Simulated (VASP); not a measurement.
Here is a VASP 6.6.1 calculation.

INCAR

```
SYSTEM = ZrPd2Se5
PREC = Accurate
ENCUT = 520
EDIFF = 1E-7
ISMEAR = 0
SIGMA = 0.15
LREAL = .False.
LASPH = .True.
NELM = 100
ALGO = Normal
ISIF = 2
LWAVE = .False.
LCHARG = .False.
GGA = PE
NBANDS = 41
```

Contents of KPOINTS:

```
Automatic mesh
0
Gamma
  4 4 1
  0 0 0
```

The input POSCAR:

```
ZrPd2Se5
1.0
    3.7813798689      0.0000000000      0.0000000000
   -1.8906899345      3.2747710279      0.0000000000
    0.0000000000      0.0000000000     15.3447879610
Zr Pd Se
1 2 5
Direct
    0.0000000000      0.0000000000      0.0000000000
    0.3333333333      0.6666666667      0.3933180755
    0.6666666667      0.3333333333      0.6066819245
    0.6666666667      0.3333333333      0.3155888836
    0.3333333333      0.6666666667      0.6844111164
    0.0000000000      0.0000000000      0.5000000000
    0.3333333333      0.6666666667      0.1037962590
    0.6666666667      0.3333333333      0.8962037410
```

Potentials or basis: VASP PAW PBE potentials, release 64 (Zr_sv, Pd, Se).

Command:

```console
$ cat potpaw_PBE.64/Zr_sv/POTCAR potpaw_PBE.64/Pd/POTCAR potpaw_PBE.64/Se/POTCAR > POTCAR
$ mpirun -np 1 vasp_std > vasp.out
```

(1) Predict the largest force.

(2) Predict the band gap on the k mesh.

(3) What does it give for the pressure?

Answers

(1) 0.041 eV/Å.

(2) zero (bands 31 and 32 overlap by 0.87 eV).

(3) 0.2 GPa.

Caveat: the k points lie up to 0.48 Å⁻¹ apart, too coarse for converged energies and pressures of a metal; this functional lacks dispersion, which binds layers or chains, so the pressure and a relaxed spacing across them are unreliable.
